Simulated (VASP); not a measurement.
Si2W, 9 atoms in the cell. It takes space group P6_222 (No. 180, hexagonal). Conventional cell: a = 4.564 Å, b = 4.564 Å, c = 6.585 Å, α = 90.00°, β = 90.00°, γ = 120.00°. Within 3.4 Å of W (site symmetry 222) lie 10 Si at 2.57 to 2.66 Å and 4 W at 3.17 Å. Within 3.4 Å of Si (site symmetry 2) lie 9 Si at 2.55 to 3.20 Å and 5 W at 2.57 to 2.66 Å. 

```yaml
Program: VASP 6.6.1
Task: single point
Functional: PBE
Dispersion: D3(BJ)
Potentials_or_basis: VASP PAW PBE potentials, release 64 (W_sv, Si)
Cutoff: 520 eV
k_mesh: 7 × 7 × 4
Occupations: fermi-dirac, width 0.05 eV
Spin: no spin polarisation
Dipole_correction: no
Further_INCAR_settings: ALGO = Normal; EDIFF = 1e-06; NBANDS = 43
```

Potentials or basis: VASP PAW PBE potentials, release 64 (W_sv, Si).

Command:

```sh
$ cat potpaw_PBE.64/W_sv/POTCAR potpaw_PBE.64/Si/POTCAR > POTCAR
$ mpirun -np 1 vasp_std > vasp.out
```

Hardware: 1 thread of Intel(R) Xeon(R) Platinum 8488C (Sapphire Rapids), with other jobs on the host.

Problem. How long does it take, and how much memory?

Solution. Wall time 86 s on 1 thread of Intel(R) Xeon(R) Platinum 8488C (Sapphire Rapids), on a shared host, peak memory 0.29 GiB. Counts: scf iterations 14, k points 24.
